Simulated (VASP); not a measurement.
Set up this calculation in VASP 6.6.1, as the native input.

```yaml
Task: relaxation of cell and atoms
Functional: PBE
Potentials_or_basis: VASP PAW PBE potentials, release 64 (Hf_pv, O)
Cutoff: 600 eV
k_mesh: 6 × 6 × 4
Occupations: gaussian, width 0.02 eV
Spin: no spin polarisation
Dipole_correction: no
Further_INCAR_settings: ALGO = Normal; EDIFF = 1e-06; IBRION = 2; EDIFFG = -0.01; NSW = 80; ISIF = 3
```

The structure of HfO2 lies in POSCAR:

```
HfO2
1.0
    3.6210004929      0.0000000000      0.0000000000
    0.0000000000      3.6210004929      0.0000000000
    0.0000000000      0.0000000000      5.2824377813
Hf O
2 4
Direct
    0.0000000000      0.0000000000      0.0000000000
    0.5000000000      0.5000000000      0.5000000000
    0.0000000000      0.5000000000      0.3071893779
    0.0000000000      0.5000000000      0.8071893779
    0.5000000000      0.0000000000      0.6928106221
    0.5000000000      0.0000000000      0.1928106221
```

These files were run (other wordings do the same):

INCAR

```
PREC     = Accurate       # precision mode
ENCUT    = 600            # plane-wave cutoff, eV
EDIFF    = 1E-6           # SCF threshold, eV
ISMEAR   = 0              # smearing method
SIGMA    = 0.02           # smearing width, eV
LREAL    = F              # projectors in reciprocal space
LASPH    = T              # aspherical terms in the spheres
NELM     = 80             # most SCF steps
ALGO     = Normal         # electronic algorithm
ISIF     = 3              # what is computed and relaxed
LWAVE    = F              # write WAVECAR
LCHARG   = F              # write CHGCAR
GGA      = PE             # functional
IBRION   = 2              # ionic algorithm
NSW      = 80             # ionic steps
EDIFFG   = -0.01          # ionic threshold
```

KPOINTS

```
Automatic mesh
0
Gamma
  6 6 4
```

Potentials or basis: VASP PAW PBE potentials, release 64 (Hf_pv, O).

Command:

```bash
$ cat potpaw_PBE.64/Hf_pv/POTCAR potpaw_PBE.64/O/POTCAR > POTCAR
$ mpirun -np 1 vasp_std > vasp.out
```

Results of the run:

```
Relaxed volume                         : 11.21 Å³/atom
Relaxed cell                           : a = 3.588 Å, b = 3.588 Å, c = 5.225 Å, α = 90.00°, β = 90.00°, γ = 90.00°
Space group after relaxing (to 0.05 Å) : P4_2/nmc (No. 137)
Energy gained by relaxing              : 6.1 meV/atom
Ionic steps                            : 10
Pressure after relaxing                : -0.1 GPa
Band gap on the k mesh                 : 4.68 eV, indirect (least direct gap 4.76 eV)
```

Caveat: spin-orbit coupling is left out, which moves the levels of the heavy elements.

Wall time 3.1 min on 1 thread of Intel(R) Xeon(R) 6975P-C (Granite Rapids), on a shared host, peak memory 0.23 GiB.
